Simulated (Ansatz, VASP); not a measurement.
# One calculation of HfO2, two programs

```
Hf O
1.0
     0.00000    2.55750    2.55750
     2.55750    0.00000    2.55750
     2.55750    2.55750    0.00000
Hf O
1 2
Direct
  0.00000 0.00000 0.00000
  0.75000 0.75000 0.75000
  0.25000 0.25000 0.25000
```

Alike in both runs: functional PBEsol; k mesh 9 × 9 × 9; occupations fermi-dirac, width 0.05 eV; no spin polarisation; Hubbard terms Hf d U = 5.0 eV.

```csv
,VASP,Ansatz
version,VASP 6.6.1,Ansatz 0.2.0
potentials or method,"VASP PAW PBE potentials, release 64 (Hf_pv, O)",Ansatz PAW
plane-wave cutoff (eV),520,420
valence electrons in the cell,22,38
task,single point,band structure
```

```tsv
	VASP	Ansatz	Ansatz less VASP
gap on the k mesh at the Fermi level (eV)	4.32	4.60	+0.283
least direct gap on the mesh (eV)	4.44	4.72	+0.273
pressure (GPa)	0.0	-2.7	-2.67
```

VASP's potentials were made for PBE, not for PBEsol. The programs project onto different local orbitals, so the same U acts differently, and such runs can settle in different states. VASP's potentials hold 22 valence electrons a cell and Ansatz's 38, so a difference there can come from the potentials and not from the codes.

Neither program's run includes spin-orbit coupling. Noted on Ansatz's run: the k mesh misses the band edges, so the gap on the mesh is wider than the one along the path.
